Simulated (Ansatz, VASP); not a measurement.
# SiO2: VASP beside Ansatz

```
CELL_PARAMETERS angstrom
4.16443 0.00000 0.00000
0.00000 4.16443 0.00000
0.00000 0.00000 2.47992
ATOMIC_POSITIONS crystal
Si 0.50000 0.50000 0.50000
Si 0.00000 0.00000 0.00000
O 0.69443 0.69443 0.00000
O 0.19443 0.80557 0.50000
O 0.30557 0.30557 0.00000
O 0.80557 0.19443 0.50000
```

Alike in both runs: task single point; functional LDA; k mesh 6 × 6 × 10; occupations gaussian, width 0.05 eV; no spin polarisation.

|  | VASP | Ansatz |
| --- | --- | --- |
| version | VASP 6.6.1 | Ansatz 0.2.0 |
| potentials or method | VASP PAW LDA potentials, release 64 (Si, O), cutoff 520 eV | scalar-relativistic, plane waves, PAW |
| valence electrons in the cell | 32 | 32 |

```csv
,VASP,Ansatz,Ansatz less VASP
gap on the k mesh at the Fermi level (eV),7.22,7.22,+0.004
least direct gap on the mesh (eV),7.22,7.22,+0.004
rms of the force components (eV/Å),0.151,0.115,-0.0355
```

Ansatz warns that its potentials were made for another functional, while VASP's fit it. LDA's correlation is that of Perdew and Zunger in VASP and of Perdew and Wang (1992) in Ansatz. Atom by atom the forces differ by 0.035 eV/Å (rms over components).
